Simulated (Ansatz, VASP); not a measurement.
# One calculation of ScAl7N8, two programs

The input INCAR:

```
PREC     = Accurate       # precision mode
ENCUT    = 520            # plane-wave cutoff, eV
EDIFF    = 1E-6           # SCF threshold, eV
ISMEAR   = 0              # smearing method
SIGMA    = 0.01           # smearing width, eV
LREAL    = Auto         
LASPH    = T              # aspherical terms in the spheres
NELM     = 80             # most SCF steps
ALGO     = Normal         # electronic algorithm
ISIF     = 2              # what is computed and relaxed
LWAVE    = F              # write WAVECAR
LCHARG   = F              # write CHGCAR
GGA      = PE             # functional
IBRION   = 2              # ionic algorithm
NSW      = 80             # ionic steps
EDIFFG   = -0.004         # ionic threshold
```

KPOINTS

```
Automatic mesh
0
Gamma
  4 4 5
```

The input POSCAR:

```
ScAl7N8
1.0
    6.3388312335      0.0000000000      0.0000000000
   -3.1694156168      5.4895888785      0.0000000000
    0.0000000000      0.0000000000      5.0492676790
Al Sc N
7 1 8
Direct
    0.3364810355      0.1635189645      0.5014529738
    0.1680752110      0.8340376055     -0.0012457333
    0.3364810355      0.6729620710      0.5014529738
    0.6659623945      0.3319247890     -0.0012457333
    0.8270379290      0.1635189645      0.5014529738
    0.6659623945      0.8340376055     -0.0012457333
    0.8333333333      0.6666666667      0.4979836146
    0.1666666667      0.3333333333     -0.0079584274
    0.1666666667      0.3333333333      0.4147266961
    0.3439297908      0.1560702092      0.8769183141
    0.1653546555      0.8326773278      0.3795474317
    0.3439297908      0.6878595817      0.8769183141
    0.6673226722      0.3346453445      0.3795474317
    0.8121404183      0.1560702092      0.8769183141
    0.6673226722      0.8326773278      0.3795474317
    0.8333333333      0.6666666667      0.8812291576
```

Input for Ansatz:

```yaml
crystal:
  lattice:
    - [6.3388312335, 0.0, 0.0]
    - [-3.1694156168, 5.4895888785, 0.0]
    - [0.0, 0.0, 5.049267679]
  atoms:
    - { symbol: Al, position: [0.3364810355, 0.1635189645, 0.5014529738] }
    - { symbol: Al, position: [0.168075211, 0.8340376055, -0.0012457333] }
    - { symbol: Al, position: [0.3364810355, 0.672962071, 0.5014529738] }
    - { symbol: Al, position: [0.6659623945, 0.331924789, -0.0012457333] }
    - { symbol: Al, position: [0.827037929, 0.1635189645, 0.5014529738] }
    - { symbol: Al, position: [0.6659623945, 0.8340376055, -0.0012457333] }
    - { symbol: Al, position: [0.8333333333, 0.6666666667, 0.4979836146] }
    - { symbol: Sc, position: [0.1666666667, 0.3333333333, -0.0079584274] }
    - { symbol: "N", position: [0.1666666667, 0.3333333333, 0.4147266961] }
    - { symbol: "N", position: [0.3439297908, 0.1560702092, 0.8769183141] }
    - { symbol: "N", position: [0.1653546555, 0.8326773278, 0.3795474317] }
    - { symbol: "N", position: [0.3439297908, 0.6878595817, 0.8769183141] }
    - { symbol: "N", position: [0.6673226722, 0.3346453445, 0.3795474317] }
    - { symbol: "N", position: [0.8121404183, 0.1560702092, 0.8769183141] }
    - { symbol: "N", position: [0.6673226722, 0.8326773278, 0.3795474317] }
    - { symbol: "N", position: [0.8333333333, 0.6666666667, 0.8812291576] }
scf:
  occupations: { method: fixed }
output:
  forces: true
  stress: true
  eigenvalues: true
  polarization: { axes: [b3], string_points: 12 }
hamiltonian:
  xc: pbe
kpoints:
  mp_grid: { grid: [4, 4, 5] }
relax:
  f_tol: 0.004
```

Alike in both runs: task relaxation of the atoms; functional PBE; k mesh 4 × 4 × 5; no spin polarisation.

|  | VASP | Ansatz |
| --- | --- | --- |
| version | VASP 6.6.1 | Ansatz 0.2.0 |
| potentials or method | VASP PAW PBE potentials, release 64 (Al, Sc_sv, N) | scalar-relativistic, plane waves, PAW |
| plane-wave cutoff (eV) | 520 | 420 |
| occupations | gaussian, width 0.01 eV | fixed |
| valence electrons in the cell | 72 | 72 |

Ansatz gave:

```
gap on the k mesh at the Fermi level, each at its own relaxed structure (eV) : 3.98
```

Task: What did VASP give for the same quantities?

Result: gap on the k mesh at the Fermi level, each at its own relaxed structure (eV): 3.99.

Ansatz's warnings: stress scf threshold loose.
